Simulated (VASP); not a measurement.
The system is KBr.

```
K Br
1.0
     0.00000    3.50729    3.50729
     3.50729    0.00000    3.50729
     3.50729    3.50729    0.00000
K Br
1 1
Direct
  0.00000 0.00000 0.00000
  0.25000 0.25000 0.25000
```

| Quantity | Value |
| --- | --- |
| Program | VASP 6.6.1 |
| Task | relaxation of cell and atoms |
| Functional | PBEsol |
| Potentials or basis | VASP PAW PBE potentials, release 64 (K_sv, Br) |
| Cutoff | 600 eV |
| k mesh | 6 × 6 × 6 |
| Occupations | fermi-dirac, width 0.03 eV |
| Spin | no spin polarisation |

At the start: pressure 1.7 GPa; volume 43.14 Å³/atom.

Q: How do energy, volume and symmetry change on relaxing?

A: Over 4 steps the energy falls by 28.3 meV/atom and the volume is 49.15 Å³/atom (+13.9 %); space group F-43m (No. 216, to 0.05 Å).

Step by step:
| step | energy change (eV) | largest force (eV/Å) | pressure (GPa) | volume (Å³) |
| --- | --- | --- | --- | --- |
| 1 | 0.0000 | 0.0000 | 1.74 | 86.29 |
| 2 | -0.0444 | 0.0000 | 0.71 | 92.26 |
| 3 | -0.0550 | 0.0000 | -0.22 | 100.40 |
| 4 | -0.0566 | 0.0000 | -0.03 | 98.31 |

Final structure:
```
CELL_PARAMETERS angstrom
0.00000 3.66313 3.66313
3.66313 0.00000 3.66313
3.66313 3.66313 0.00000
ATOMIC_POSITIONS crystal
K 0.00000 0.00000 0.00000
Br 0.25000 0.25000 0.25000
```

Caveat: the PAW data sets were made with another functional, which shifts forces and pressure a little.
